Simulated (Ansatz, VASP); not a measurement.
## One calculation of Li, two programs

Contents of INCAR:

```
SYSTEM = Li
ALGO = Fast
EDIFF = 1E-7
ENCUT = 520
GGA = PE
ISIF = 2
ISMEAR = 0
IVDW = 12
LASPH = .True.
LCHARG = .True.
LELF = .True.
LREAL = .False.
LVHAR = .True.
LWAVE = .False.
NBANDS = 10
NELM = 80
PREC = Accurate
SIGMA = 0.15
```

File KPOINTS:

```
k-points
0
Gamma
  16 16 12
  0 0 0
```

Contents of POSCAR:

```
Li
1.0
    0.0000000000     -2.0886081792     -2.0886081792
    0.0000000000      2.0886081792     -2.0886081792
    4.1772163584      0.0000000000      0.0000000000
Li
2
Direct
    0.7034847916      0.5000000000      0.5000000000
   -0.2034847916      0.0000000000      0.0000000000
```

Input for Ansatz:

```yaml
crystal:
  lattice:
    - [0.0, -2.0886081792, -2.0886081792]
    - [0.0, 2.0886081792, -2.0886081792]
    - [4.1772163584, 0.0, 0.0]
  atoms:
    - { symbol: Li, position: [0.7034847916, 0.5, 0.5] }
    - { symbol: Li, position: [-0.2034847916, 0.0, 0.0] }
basis:
  ecutwfc: 520.0
kpoints:
  mp_grid: { grid: [16, 16, 12] }
hamiltonian:
  xc: pbe
  dispersion: d3bj
scf:
  occupations: { method: gaussian, width: 0.15 }
output:
  forces: true
  stress: true
  eigenvalues: true
```

Change from the starting cell: mode 4 frozen in at -0.425 Å and mode 5 at -0.425 Å (largest displacements).

Alike in both runs: task single point; functional PBE; dispersion D3(BJ); k mesh 16 × 16 × 12; occupations gaussian, width 0.15 eV; no spin polarisation.

|  | VASP | Ansatz |
| --- | --- | --- |
| version | VASP 6.6.1 | Ansatz 0.2.0 |
| potentials or method | VASP PAW PBE potentials, release 64 (Li_sv), cutoff 520 eV | scalar-relativistic, plane waves, PAW |
| valence electrons in the cell | 6 | 6 |

|  | VASP | Ansatz | Ansatz less VASP |
| --- | --- | --- | --- |
| gap on the k mesh at the Fermi level (eV) | none | none | - |
| rms of the force components (eV/Å) | 0.127 | 0.126 | -0.0006 |

Atom by atom the forces differ by 0.001 eV/Å (rms over components). A gap of «none» marks a metal or a gap that the smearing closes.

Noted on VASP's run: the cutoff is short for stress, so the pressure is rough.
